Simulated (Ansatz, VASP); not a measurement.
**One calculation of Sr, two programs**

The input INCAR:

```
SYSTEM = Sr
PREC = Accurate
ENCUT = 520
EDIFF = 1E-6
ISMEAR = 0
SIGMA = 0.02
LREAL = .FALSE.
LASPH = .TRUE.
NELM = 60
ALGO = Normal
ISIF = 2
LWAVE = .FALSE.
LCHARG = .FALSE.
GGA = CA
NBANDS = 11
```

KPOINTS

```
regular mesh
0
G
  8 8 8
  0 0 0
```

File POSCAR:

```
Sr
1.0
    0.0000000000      3.0423500000      3.0423500000
    3.0423500000      0.0000000000      3.0423500000
    3.0423500000      3.0423500000      0.0000000000
Sr
1
Direct
    0.0000000000      0.0000000000      0.0000000000
```

The input input.yaml:

```yaml
crystal:
  lattice:
    - [0.0, 3.04235, 3.04235]
    - [3.04235, 0.0, 3.04235]
    - [3.04235, 3.04235, 0.0]
  atoms:
    - { symbol: Sr, position: [0.0, 0.0, 0.0] }
kpoints:
  mp_grid: { grid: [8, 8, 8] }
scf:
  occupations: { method: gaussian, width: 0.02 }
hamiltonian:
  xc: lda
  pseudopotentials: { kind: all_electron, lapw: { basis_error: 0.001 } }
output:
  forces: true
  stress: true
  eigenvalues: true
```

Alike in both runs: task single point; functional LDA; k mesh 8 × 8 × 8; occupations gaussian, width 0.02 eV; no spin polarisation.

```csv
,VASP,Ansatz
version,VASP 6.6.1,Ansatz 0.2.0
potentials or method,"VASP PAW LDA potentials, release 64 (Sr_sv), cutoff 520 eV","all-electron LAPW, scalar-relativistic"
```

```csv
,VASP,Ansatz,Ansatz less VASP
gap on the k mesh at the Fermi level (eV),none,none,-
pressure (GPa),-1.6,-1.6,0.00
```

LDA's correlation is that of Perdew and Zunger in VASP and of Perdew and Wang (1992) in Ansatz. A gap of «none» marks a metal or a gap that the smearing closes. Ansatz ran all-electron here, and VASP with PAW potentials.
